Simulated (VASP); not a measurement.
Wanted: the native input for a VASP 6.6.1 run.

| Quantity | Value |
| --- | --- |
| Task | single point |
| Functional | r2SCAN |
| Potentials or basis | VASP PAW PBE potentials, release 64 (Hf_pv, C) |
| Cutoff | 520 eV |
| k mesh | 12 × 12 × 12 |
| Occupations | gaussian, width 0.05 eV |
| Spin | no spin polarisation |
| Dipole correction | no |
| Further INCAR settings | ALGO = Normal; EDIFF = 1e-07; NBANDS = 14 |

HfC:

```
CELL_PARAMETERS angstrom
0.00000 2.54572 2.54572
2.54572 0.00000 2.54572
2.54572 2.54572 0.00000
ATOMIC_POSITIONS crystal
Hf 0.00000 0.00000 0.00000
C 0.25000 0.25000 0.25000
```

This cell differs from its parent crystal: volume scaled by 1.040.

One way to write it, as run:

POSCAR

```
HfC
1.0
    0.0000000000      2.5457187480      2.5457187480
    2.5457187480      0.0000000000      2.5457187480
    2.5457187480      2.5457187480      0.0000000000
Hf C
1 1
Direct
    0.0000000000      0.0000000000      0.0000000000
    0.2500000000      0.2500000000      0.2500000000
```

INCAR.step1

```
PREC = Accurate
ENCUT = 520
ISMEAR = 0
SIGMA = 0.05
LREAL = F
LASPH = T
NELM = 60
NBANDS = 14
GGA = PE
ALGO = Normal
EDIFF = 1E-4
LWAVE = T
LCHARG = F
```

INCAR.step2

```
PREC = Accurate
ENCUT = 520
EDIFF = 1E-7
ISMEAR = 0
SIGMA = 0.05
LREAL = F
LASPH = T
NELM = 60
ALGO = Normal
ISIF = 2
LWAVE = F
LCHARG = T
METAGGA = R2SCAN
LMIXTAU = T
LELF = T
LVHAR = T
NBANDS = 14
ISTART = 1
```

KPOINTS

```
regular mesh
0
Gamma
  12 12 12
```

Potentials or basis: VASP PAW PBE potentials, release 64 (Hf_pv, C).

The run is started by

```sh
$ cat potpaw_PBE.64/Hf_pv/POTCAR potpaw_PBE.64/C/POTCAR > POTCAR
$ cp INCAR.step1 INCAR
$ mpirun -np 1 vasp_std > vasp.out
$ cp INCAR.step2 INCAR
$ mpirun -np 1 vasp_std > vasp.out
```

It gave:

The pressure is -6.5 GPa. The band gap on the k mesh is 0.64 eV, direct.

Caveat: the PAW data sets were made with another functional, which shifts forces and pressure a little; spin-orbit coupling is left out, which moves the levels of the heavy elements.

Run time: 2.1 min on 1 thread of Intel(R) Xeon(R) Platinum 8259CL CPU @ 2.50GHz (Skylake/Cascade Lake), on a shared host, peak memory 0.19 GiB.
